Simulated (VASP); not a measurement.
# BN (an interface model) in VASP: further runs

BN (an interface model) is run at these levels: PBE; tasks: single point.

Everything below comes from runs of VASP 6.6.1. Logs are shortened: lines on timing, memory, paths and dates and some standing lists are left out, and cuts for length are marked.

### 1 The cell of the first run

The cell holds layers of an interface, 24 atoms: a = 2.563 Å, b = 2.563 Å, c = 25.113 Å, α = 90.00°, β = 90.00°, γ = 120.00°.

### 2 Single point, PBE

Input file INCAR:

```
PREC = Accurate ; ENCUT = 520
EDIFF = 1E-6 ; ISMEAR = 0
SIGMA = 0.05 ; LREAL = Auto
LASPH = True ; NELM = 80
ALGO = Normal ; ISIF = 2
LWAVE = False ; LCHARG = False
GGA = PE ; NBANDS = 66
```

Input file KPOINTS:

```
regular mesh
0
Gamma
  12 12 1
```

Input file POSCAR:

```
BN
1.0
    2.5630478475      0.0000000000      0.0000000000
   -1.2815239237      2.2196645470      0.0000000000
    0.0000000000      0.0000000000     25.1126376504
N B
12 12
Direct
    0.0000000000      0.0000000000      0.0312500000
    0.3333333333      0.6666666667      0.1145833333
    0.6666666667      0.3333333333      0.1979166667
    0.0000000000      0.0000000000      0.2812500000
    0.3333333333      0.6666666667      0.3645833333
    0.6666666667      0.3333333333      0.4479166667
    0.0000000000      0.0000000000      0.9687500000
    0.3333333333      0.6666666667      0.8854166667
    0.6666666667      0.3333333333      0.8020833333
    0.0000000000      0.0000000000      0.7187500000
    0.3333333333      0.6666666667      0.6354166667
    0.6666666667      0.3333333333      0.5520833333
    0.3333333333      0.6666666667      0.0520833333
    0.6666666667      0.3333333333      0.1354166667
    0.0000000000      1.0000000000      0.2187500000
    0.3333333333      0.6666666667      0.3020833333
    0.6666666667      0.3333333333      0.3854166667
    0.0000000000      1.0000000000      0.4687500000
    0.3333333333      0.6666666667      0.9479166667
    0.6666666667      0.3333333333      0.8645833333
    0.0000000000      1.0000000000      0.7812500000
    0.3333333333      0.6666666667      0.6979166667
    0.6666666667      0.3333333333      0.6145833333
    0.0000000000      1.0000000000      0.5312500000
```

Potentials or basis: VASP PAW PBE potentials, release 64 (N, B).

Launch:

```
$ cat potpaw_PBE.64/N/POTCAR potpaw_PBE.64/B/POTCAR > POTCAR
$ mpirun -np 1 vasp_std > vasp.out
```

OUTCAR:

```text
PREC = Accurate
   ENCUT = 520
   EDIFF = 1E-6
   ISMEAR = 0
   LREAL = Auto
   LASPH = True
   NELM = 80
   ISIF = 2
   GGA = PE

 ion  position               nearest neighbor table
   1  0.000  0.000  0.031-  13 1.57  13 1.57  13 1.57   7 1.57
   2  0.333  0.667  0.115-  13 1.57  14 1.57  14 1.57  14 1.57
   3  0.667  0.333  0.198-  15 1.57  15 1.57  15 1.57  14 1.57
   4  0.000  0.000  0.281-  16 1.57  16 1.57  16 1.57  15 1.57
   5  0.333  0.667  0.365-  16 1.57  17 1.57  17 1.57  17 1.57
   6  0.667  0.333  0.448-  18 1.57  18 1.57  18 1.57  17 1.57
[... 16 lines left out ...]
  23  0.667  0.333  0.615-  12 1.57  11 1.57  11 1.57  11 1.57
  24  0.000  0.000  0.531-  12 1.57  12 1.57  12 1.57  18 1.57

  LATTYP: Found a hexagonal cell.
 ALAT       =     2.5630478475
 C/A-ratio  =     9.7979589710

  Lattice vectors:

 A1 = (   2.5630478475,   0.0000000000,   0.0000000000)
 A2 = (  -1.2815239237,   2.2196645470,   0.0000000000)
 A3 = (   0.0000000000,   0.0000000000,  25.1126376504)

Analysis of symmetry for initial positions (statically):
=====================================================================
 Subroutine PRICEL returns:
 Original cell was already a primitive cell.

 Routine SETGRP: Setting up the symmetry group for a
 hexagonal supercell.

 Subroutine GETGRP returns: Found 12 space group operations
 (whereof 12 operations were pure point group operations)
 out of a pool of 24 trial point group operations.

The static configuration has the point symmetry D_3h.

Analysis of symmetry for dynamics (positions and initial velocities):
=====================================================================
 Subroutine PRICEL returns:
 Original cell was already a primitive cell.

 Routine SETGRP: Setting up the symmetry group for a
 hexagonal supercell.

 Subroutine GETGRP returns: Found 12 space group operations
 (whereof 12 operations were pure point group operations)
 out of a pool of 24 trial point group operations.

The dynamic configuration has the point symmetry D_3h.

 Subroutine INISYM returns: Found 12 space group operations
 (whereof 12 operations are pure point group operations),
 and found     1 'primitive' translations

----------------------------------------------------------------------------------------

                                     Primitive cell

  volume of cell :     142.8685

  direct lattice vectors                    reciprocal lattice vectors
     2.563047848  0.000000000  0.000000000     0.390160488  0.225259263  0.000000000
    -1.281523924  2.219664547  0.000000000     0.000000000  0.450518526  0.000000000
     0.000000000  0.000000000 25.112637650     0.000000000  0.000000000  0.039820588

  length of vectors
     2.563047848  2.563047847 25.112637650     0.450518526  0.450518526  0.039820588

  position of ions in fractional coordinates (direct lattice)
     0.000000000  0.000000000  0.031250000
     0.333333333  0.666666667  0.114583333
     0.666666667  0.333333333  0.197916667
     0.000000000  0.000000000  0.281250000
     0.333333333  0.666666667  0.364583333
     0.666666667  0.333333333  0.447916667
[... 16 lines left out ...]
     0.666666667  0.333333333  0.614583333
     0.000000000  0.000000000  0.531250000

  ion indices of the primitive-cell ions
   primitive index   ion index
                 1           1
                 2           2
                 3           3
                 4           4
                 5           5
                 6           6
[... 16 lines left out ...]
                23          23
                24          24

----------------------------------------------------------------------------------------

 KPOINTS: regular mesh

Automatic generation of k-mesh.
 Grid dimensions read from file:
 generate k-points for:   12   12    1

 Generating k-lattice:

  Cartesian coordinates                     Fractional coordinates (reciprocal lattice)
     0.032513374  0.018771605  0.000000000     0.083333333  0.000000000  0.000000000
     0.000000000  0.037543211  0.000000000     0.000000000  0.083333333  0.000000000
     0.000000000  0.000000000  0.039820588     0.000000000  0.000000000  1.000000000

  Length of vectors
     0.037543211  0.037543211  0.039820588

  Shift w.r.t. Gamma in fractional coordinates (k-lattice)
     0.000000000  0.000000000  0.000000000

 Subroutine IBZKPT returns following result:
 ===========================================

 Found     19 irreducible k-points:

 Following reciprocal coordinates:
            Coordinates               Weight
  0.000000  0.000000  0.000000      1.000000
  0.083333  0.000000  0.000000      6.000000
  0.166667  0.000000  0.000000      6.000000
  0.250000  0.000000  0.000000      6.000000
  0.333333  0.000000  0.000000      6.000000
  0.416667  0.000000  0.000000      6.000000
[... 11 lines left out ...]
  0.333333  0.250000  0.000000     12.000000
  0.333333  0.333333  0.000000      2.000000
   k-points           NKPTS =     19   k-points in BZ     NKDIM =     19   number of bands    NBANDS=     66
   number of dos      NEDOS =    301   number of ions     NIONS =     24
   total plane-waves  NPLWV =  76800
   dimension x,y,z NGX =    20 NGY =   20 NGZ =  192
   dimension x,y,z NGXF=    40 NGYF=   40 NGZF=  384
   ions per type =              12  12
   NGX,Y,Z   is equivalent  to a cutoff of  12.97, 12.97, 12.71 a.u.
   NGXF,Y,Z  is equivalent  to a cutoff of  25.95, 25.95, 25.42 a.u.
 SYSTEM =  unknown system
   PREC   = accura    normal or accurate (medium, high low for compatibility)
   ISTART =      0    job   : 0-new  1-cont  2-samecut
   ICHARG =      2    charge: 1-file 2-atom 10-const
   ISPIN  =      1    spin polarized calculation?
   LNONCOLLINEAR =      F non collinear calculations
   LSORBIT =      F    spin-orbit coupling
   LASPH  =      T    aspherical Exc in radial PAW
   ENCUT  =  520.0 eV  38.22 Ry    6.18 a.u.   4.77  4.77 46.69*2*pi/ulx,y,z
   NELM   =     80;   NELMIN=  2; NELMDL= -5     # of ELM steps
   EDIFF  = 0.1E-05   stopping-criterion for ELM
   LREAL  =      T    real-space projection
   EDIFFG = 0.1E-04   stopping-criterion for IOM
   NSW    =      0    number of steps for IOM
   IBRION =     -1    ionic relax: 0-MD 1-quasi-New 2-CG
   NFREE  =      0    steps in history (QN), initial steepest desc. (CG)
   ISIF   =      2    stress and relaxation
   ISYM   =      2    0-nonsym 1-usesym 2-fastsym
   POTIM  = 0.5000    time-step for ionic-motion
   TEBEG  =    0.0;   TEEND  =   0.0 temperature during run
   PSTRESS=    0.0 pullay stress
   NELECT =      96.0000    total number of electrons
   NUPDOWN=      -1.0000    fix difference up-down
   EMIN   =  10.00;   EMAX   =-10.00  energy-range for DOS
   EFERMI =   0.00;   METHOD = LEGACY
   ISMEAR =     0;   SIGMA  =   0.05  broadening in eV -4-tet -1-fermi 0-gaus
   EFERMI_NEDOS =   21; number of points for ismear=-14 and -15
   IALGO  =     38    algorithm
   IMIX   =      4    mixing-type and parameters
     AMIX     =   0.40;   BMIX     =  1.00
     AMIX_MAG =   1.60;   BMIX_MAG =  1.00
  volume/ion in A,a.u.               =       5.95        40.17
  Fermi-wavevector in a.u.,A,eV,Ry     =   1.433903  2.709684 27.974638  2.056078
  Thomas-Fermi vector in A             =   2.553370
   LORBIT       =      0    0 simple, 1 ext, 2 COOP (PROOUT), +10 PAW based schemes
   GGA     = PE    functional components
   LHFCALC =     F    Hartree Fock is set to
   AEXX    =    0.0000 exact exchange contribution
   IVDW    =     0    specifies the selected vdW correction
   LEPSILON=     F    determine dielectric tensor
   LRPA    =     F    only Hartree local field effects (RPA)
 non-spin polarized calculation
 Gauss-broadening in eV      SIGMA  =   0.05
  energy-cutoff  :      520.00
  volume of cell :      142.87
 maximum number of plane-waves:      3876
 NGX is ok and might be reduce to    20
   NGX =  9   NGY =  9   NGZ = 93

 number of electron      95.9999988 magnetization

 Free energy of the ion-electron system (eV)
  ---------------------------------------------------
  ext. energy  EPLUGINS =         0.00000000
  ---------------------------------------------------
  free energy    TOTEN  =      -203.96667434 eV

  energy without entropy =     -203.96004925  energy(sigma->0) =     -203.96336179

 E-fermi :  10.2558     XC(G=0): -12.7905

 val. band max:       10.2356381362   @ k =   0.2500   0.0000   0.0000
 cond. band min:      10.2662573161   @ k =   0.1667   0.0833   0.0000
 fundamental gap:      0.0306191799
 Fermi energy:        10.2557579784

 k-point     1 :       0.0000    0.0000    0.0000
  band No.  band energies     occupation
      1     -15.6619      2.00000
      2     -13.7925      2.00000
      3     -13.3007      2.00000
      4     -12.3592      2.00000
      5     -11.9895      2.00000
      6     -11.1812      2.00000
[... 52 lines left out ...]
     59      16.1163      0.00000
     60      16.1163      0.00000

 k-point     2 :       0.0833    0.0000    0.0000
  band No.  band energies     occupation
      1     -15.5226      2.00000
      2     -13.6453      2.00000
      3     -13.1570      2.00000
      4     -12.2147      2.00000
      5     -11.8481      2.00000
      6     -11.0408      2.00000
[... 52 lines left out ...]
     59      16.1384      0.00000
     60      16.3354      0.00000

 k-point     3 :       0.1667    0.0000    0.0000
  band No.  band energies     occupation
      1     -15.1128      2.00000
      2     -13.2090      2.00000
      3     -12.7323      2.00000
      4     -11.7875      2.00000
      5     -11.4313      2.00000
      6     -10.6272      2.00000
[... 944 lines left out ...]
      6      -8.0237      2.00000
[... 52 lines left out ...]
     59      16.8505      0.00000
     60      17.4791      0.00000

 k-point    19 :       0.3333    0.3333    0.0000
  band No.  band energies     occupation
      1     -11.9550      2.00000
      2      -9.1755      2.00000
      3      -9.1618      2.00000
      4      -8.2189      2.00000
      5      -8.2188      2.00000
      6      -7.9722      2.00000
[... 52 lines left out ...]
     59      16.8014      0.00000
     60      17.5928      0.00000
 [bands above 60 left out]

------------------------ aborting loop because EDIFF is reached ----------------------------------------

  FORCE on cell =-STRESS in cart. coord.  units (eV):
  Direction    XX          YY          ZZ          XY          YZ          ZX
  --------------------------------------------------------------------------------------
  -------------------------------------------------------------------------------------
  Total        1.7462266      1.7462266     10.1538733      0.0000000     -0.0000000      0.0000000
  in kB       19.5828002     19.5828002    113.8691121      0.0000000     -0.0000000      0.0000000
  external PRESSURE =      51.0115708 kB  Pullay stress =       0.0000000 kB

 VOLUME and BASIS-vectors are now :
 -----------------------------------------------------------------------------
  energy-cutoff  :      520.00
  volume of cell :      142.87
      direct lattice vectors                 reciprocal lattice vectors
     2.563047848  0.000000000  0.000000000     0.390160488  0.225259263  0.000000000
    -1.281523924  2.219664547  0.000000000     0.000000000  0.450518526  0.000000000
     0.000000000  0.000000000 25.112637650     0.000000000  0.000000000  0.039820588

 POSITION                                       TOTAL-FORCE (eV/Angst)
 -----------------------------------------------------------------------------------
      0.00000      0.00000      0.78477         0.000000      0.000000      3.201128
     -0.00000      1.47978      2.87749        -0.000000     -0.000000     -0.480096
      1.28152      0.73989      4.97021        -0.000000     -0.000000     -0.820240
      0.00000      0.00000      7.06293         0.000000     -0.000000     -0.829242
     -0.00000      1.47978      9.15565         0.000000      0.000000     -0.709649
      1.28152      0.73989     11.24837        -0.000000     -0.000000     -0.777987
[... 16 lines left out ...]
      1.28152      0.73989     15.43381        -0.000000      0.000000     -0.693926
      0.00000      0.00000     13.34109         0.000000     -0.000000      4.268799
 -----------------------------------------------------------------------------------
    total drift:                               -0.000001      0.000001      0.000000

  FREE ENERGIE OF THE ION-ELECTRON SYSTEM (eV)
  ---------------------------------------------------
  free  energy   TOTEN  =      -203.9666743375 eV

  energy  without entropy=     -203.9600492469  energy(sigma->0) =     -203.96336179
```

It took 14 min on 1 thread of Intel Xeon Platinum 8259CL at 2.50GHz (Skylake/Cascade Lake), shared host; peak memory 0.31 GiB.

What came out:

```yaml
Free_energy: -203.9667 eV
Pressure: 5.1 GPa
Largest_force: 4.269 eV/Å
Band_gap_on_the_k_mesh: zero (bands 48 and 49 overlap by 0.03 eV)
```

Forces in eV/Å, atoms in the order of the input:
```
N    0.000  0.000  3.201
N    0.000  0.000 -0.480
N    0.000  0.000 -0.820
N    0.000  0.000 -0.829
N    0.000  0.000 -0.710
N    0.000  0.000 -0.778
N    0.000  0.000 -3.201
N    0.000  0.000  0.480
N    0.000  0.000  0.820
N    0.000  0.000  0.829
N    0.000  0.000  0.710
N    0.000  0.000  0.778
B    0.000  0.000  0.134
B    0.000  0.000  0.843
B    0.000  0.000  0.845
B    0.000  0.000  0.826
B    0.000  0.000  0.694
B    0.000  0.000 -4.269
B    0.000  0.000 -0.134
B    0.000  0.000 -0.843
B    0.000  0.000 -0.845
B    0.000  0.000 -0.826
B    0.000  0.000 -0.694
B    0.000  0.000  4.269
```

Levels at points of the mesh, in eV from the Fermi level:
```csv
k point,band 46,band 47,band 48,band 49,band 50,band 51
"(0.00, 0.00, 0.00)",-1.11,-1.11,-0.18,0.82,2.08,3.97
"(0.50, 0.00, 0.00)",-3.91,-3.17,-1.88,0.22,0.25,1.38
```

### 3 Single point, PBE

This run uses another cell than the first one, of 6.06 Å³/atom.

Input file INCAR:

```
ALGO = Normal
EDIFF = 1E-7
ENCUT = 520
GGA = PE
ISIF = 2
ISMEAR = 0
LASPH = True
LCHARG = True
LELF = True
LREAL = Auto
LVHAR = True
LWAVE = False
NBANDS = 66
NELM = 100
PREC = Accurate
SIGMA = 0.05
```

Input file KPOINTS:

```
k-points
0
Gamma
  12 12 1
```

Input file POSCAR:

```
BN
1.0
    2.5630478475      0.0000000000      0.0000000000
   -1.2815239237      2.2196645470      0.0000000000
    0.0000000000      0.0000000000     25.5739738187
N B
12 12
Direct
    0.0000000000      0.0000000000      0.0389610074
    0.3333333333      0.6666666667      0.1183722853
    0.6666666667      0.3333333333      0.1999500231
    0.0000000000      0.0000000000      0.2816866237
    0.3333333333      0.6666666667      0.3634802082
    0.6666666667      0.3333333333      0.4454241991
    0.0000000000      0.0000000000      0.9610389926
    0.3333333333      0.6666666667      0.8816277147
    0.6666666667      0.3333333333      0.8000499769
    0.0000000000      0.0000000000      0.7183133763
    0.3333333333      0.6666666667      0.6365197918
    0.6666666667      0.3333333333      0.5545758009
    0.3333333333      0.6666666667      0.0555349058
    0.6666666667      0.3333333333      0.1387252420
    0.0000000000      1.0000000000      0.2206217900
    0.3333333333      0.6666666667      0.3023774422
    0.6666666667      0.3333333333      0.3840104800
    0.0000000000      1.0000000000      0.4647216249
    0.3333333333      0.6666666667      0.9444650942
    0.6666666667      0.3333333333      0.8612747580
    0.0000000000      1.0000000000      0.7793782100
    0.3333333333      0.6666666667      0.6976225578
    0.6666666667      0.3333333333      0.6159895200
    0.0000000000      1.0000000000      0.5352783751
```

Potentials or basis: VASP PAW PBE potentials, release 64 (N, B).

Launch:

```
$ cat potpaw_PBE.64/N/POTCAR potpaw_PBE.64/B/POTCAR > POTCAR
$ mpirun -np 1 vasp_std > vasp.out
```

Wall time 23 min (1 thread of Intel Xeon Platinum 8259CL at 2.50GHz (Skylake/Cascade Lake), shared host); peak memory 0.32 GiB.

The run converged. Its results:

```yaml
Free_energy: -204.9407 eV
Pressure: 1.0 GPa
Largest_force: 0.016 eV/Å
Band_gap_on_the_k_mesh: zero (bands 48 and 49 overlap by 0.23 eV)
```

Forces on the atoms (eV/Å):
```
N    0.000  0.000 -0.013
N    0.000  0.000 -0.003
N    0.000  0.000 -0.001
N    0.000  0.000  0.000
N    0.000  0.000 -0.003
N    0.000  0.000  0.003
N    0.000  0.000  0.013
N    0.000  0.000  0.003
N    0.000  0.000  0.001
N    0.000  0.000  0.000
N    0.000  0.000  0.003
N    0.000  0.000 -0.003
B    0.000  0.000 -0.004
B    0.000  0.000 -0.001
B    0.000  0.000 -0.001
B    0.000  0.000  0.004
B    0.000  0.000  0.002
B    0.000  0.000  0.016
B    0.000  0.000  0.004
B    0.000  0.000  0.001
B    0.000  0.000  0.001
B    0.000  0.000 -0.004
B    0.000  0.000 -0.002
B    0.000  0.000 -0.016
```

Stress tensor (GPa, compression positive):
```
1.43 0.00 0.00
0.00 1.43 0.00
0.00 0.00 0.17
```

Levels at points of the mesh, in eV from the Fermi level:
```csv
k point,band 46,band 47,band 48,band 49,band 50,band 51
"(0.00, 0.00, 0.00)",-1.48,-1.48,0.08,0.89,7.09,7.14
"(0.50, 0.00, 0.00)",-3.75,-3.49,-1.43,0.02,2.96,3.20
```

The gap in the log of VASP goes by the Fermi energy; the results here count the filled bands.